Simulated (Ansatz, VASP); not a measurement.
## Two plane-wave programs on WS

Contents of INCAR:

```
SYSTEM = WS
ALGO = Normal
EDIFF = 1E-6
ENCUT = 520
GGA = PE
ISIF = 2
ISMEAR = 0
ISPIN = 2
LASPH = .True.
LCHARG = .False.
LDAU = .True.
LDAUJ = 0 0
LDAUL = 2 -1
LDAUPRINT = 1
LDAUTYPE = 2
LDAUU = 6.2 0
LMAXMIX = 4
LORBIT = 11
LREAL = .False.
LWAVE = .False.
MAGMOM = 2.5 0
NBANDS = 21
NELM = 150
PREC = Accurate
SIGMA = 0.1
```

File KPOINTS:

```
k-points
0
Gamma
  14 14 14
  0 0 0
```

The input POSCAR:

```
WS
1.0
    0.0000000000      2.7419823685      2.7419823685
    2.7419823685      0.0000000000      2.7419823685
    2.7419823685      2.7419823685      0.0000000000
W S
1 1
Direct
    0.0000000000      0.0000000000      0.0000000000
    0.5000000000      0.5000000000      0.5000000000
```

Input for Ansatz:

```yaml
crystal:
  lattice:
    - [0.0, 2.7419823685, 2.7419823685]
    - [2.7419823685, 0.0, 2.7419823685]
    - [2.7419823685, 2.7419823685, 0.0]
  atoms:
    - { symbol: W, position: [0.0, 0.0, 0.0], spin: 2.5 }
    - { symbol: S, position: [0.5, 0.5, 0.5] }
basis:
  ecutwfc: 420
kpoints:
  mp_grid: { grid: [14, 14, 14] }
hamiltonian:
  xc: pbe
  hubbard: { sites: [{ species: W, l: d, u_eff: 6.2 }] }
scf:
  occupations: { method: gaussian, width: 0.1 }
output:
  forces: true
  stress: true
  eigenvalues: true
  populations: true
magnetization:
  spin_polarized: true
```

Alike in both runs: task single point; functional PBE; k mesh 14 × 14 × 14; occupations gaussian, width 0.1 eV; collinear spin; Hubbard terms W d U = 6.2 eV.

```csv
,VASP,Ansatz
version,VASP 6.6.1,Ansatz 0.2.0
potentials or method,"VASP PAW PBE potentials, release 64 (W_sv, S), cutoff 520 eV","scalar-relativistic, plane waves, PAW"
valence electrons in the cell,20,20
```

VASP gave:

- gap on the k mesh at the Fermi level (eV): none
- pressure (GPa): -5.0
- net moment per atom (μB): 1.86
- size of the moment on the site where the two differ most (μB): 3.05

Q: Which values does Ansatz return?

A: gap on the k mesh at the Fermi level (eV): none; pressure (GPa): 0.0; net moment per atom (μB): 2.00; size of the moment on the site where the two differ most (μB): 2.97.

The net moments are unlike, so the other rows may belong to different states. Site moments also hang on the region over which each program counts them. The programs project onto different local orbitals, so the same U acts differently, and such runs can settle in different states. A gap of «none» marks a metal or a gap that the smearing closes. Ansatz's warnings: filled band counts differ across k points.

Neither program's run includes spin-orbit coupling.
